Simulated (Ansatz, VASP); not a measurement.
**Ga: VASP beside Ansatz**

Contents of INCAR:

```
  PREC = Accurate
  ENCUT = 520
  EDIFF = 1E-6
  ISMEAR = -1
  SIGMA = 0.05
  LREAL = False
  LASPH = True
  NELM = 80
  ALGO = Normal
  ISIF = 2
  LWAVE = False
  LCHARG = True
  GGA = PE
  LELF = True
  LVHAR = True
  NBANDS = 12
```

KPOINTS

```
Automatic mesh
0
Gamma
  17 17 17
```

Contents of POSCAR:

```
Ga
1.0
    0.0000000000      2.0745588894      2.0745588894
    2.0745588894      0.0000000000      2.0745588894
    2.0745588894      2.0745588894      0.0000000000
Ga
1
Direct
    0.0000000000      0.0000000000      0.0000000000
```

Input for Ansatz:

```yaml
crystal:
  lattice:
    - [0.0, 2.0745588894, 2.0745588894]
    - [2.0745588894, 0.0, 2.0745588894]
    - [2.0745588894, 2.0745588894, 0.0]
  atoms:
    - { symbol: Ga, position: [0.0, 0.0, 0.0] }
kpoints:
  mp_grid: { grid: [17, 17, 17] }
scf:
  occupations: { method: fermi_dirac, width: 0.05 }
hamiltonian:
  xc: pbe
  pseudopotentials: { kind: all_electron, lapw: { basis_error: 0.00025 } }
output:
  forces: true
  stress: true
  eigenvalues: true
```

Change from the starting cell: volume scaled by 0.9405.

Alike in both runs: task single point; functional PBE; k mesh 17 × 17 × 17; occupations fermi-dirac, width 0.05 eV; no spin polarisation.

```csv
,VASP,Ansatz
version,VASP 6.6.1,Ansatz 0.2.0
potentials or method,"VASP PAW PBE potentials, release 64 (Ga_d), cutoff 520 eV","all-electron LAPW, scalar-relativistic"
```

|  | VASP | Ansatz | Ansatz less VASP |
| --- | --- | --- | --- |
| pressure (GPa) | 3.4 | 3.4 | -0.04 |

Ansatz ran all-electron here, and VASP with PAW potentials.
